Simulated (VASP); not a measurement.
Here is a VASP 6.6.1 calculation.

The input POSCAR:

```
HfC
1.0
    0.0000000000      2.5126537230      2.5126537230
    2.5126537230      0.0000000000      2.5126537230
    2.5126537230      2.5126537230      0.0000000000
Hf C
1 1
Direct
    0.0000000000      0.0000000000      0.0000000000
    0.2500000000      0.2500000000      0.2500000000
```

The input INCAR.step1:

```
ALGO = Normal ; EDIFF = 1E-4
ENCUT = 520 ; GGA = PE
ISMEAR = 0 ; LASPH = True
LCHARG = False ; LREAL = False
LWAVE = True ; NBANDS = 14
NELM = 80 ; PREC = Accurate
SIGMA = 0.05
```

Contents of INCAR.step2:

```
ALGO = Normal ; EDIFF = 1E-6
ENCUT = 520 ; ISIF = 2
ISMEAR = 0 ; ISTART = 1
LASPH = True ; LCHARG = False
LMIXTAU = True ; LREAL = False
LWAVE = False ; METAGGA = R2SCAN
NBANDS = 14 ; NELM = 80
PREC = Accurate ; SIGMA = 0.05
```

Contents of KPOINTS:

```
k-points
0
Gamma
  12 12 12
```

Potentials or basis: VASP PAW PBE potentials, release 64 (Hf_pv, C).

Run with:

```console
$ cat potpaw_PBE.64/Hf_pv/POTCAR potpaw_PBE.64/C/POTCAR > POTCAR
$ cp INCAR.step1 INCAR
$ mpirun -np 1 vasp_std > vasp.out
$ cp INCAR.step2 INCAR
$ mpirun -np 1 vasp_std > vasp.out
```

**Question.** Predict the pressure.

**Answer.** -0.4 GPa.

**Question.** Estimate the band gap on the k mesh.

**Answer.** 0.58 eV.

Caveat: the PAW data sets were made with another functional, which shifts forces and pressure a little; spin-orbit coupling is left out, which moves the levels of the heavy elements. A k mesh can miss the band edges.
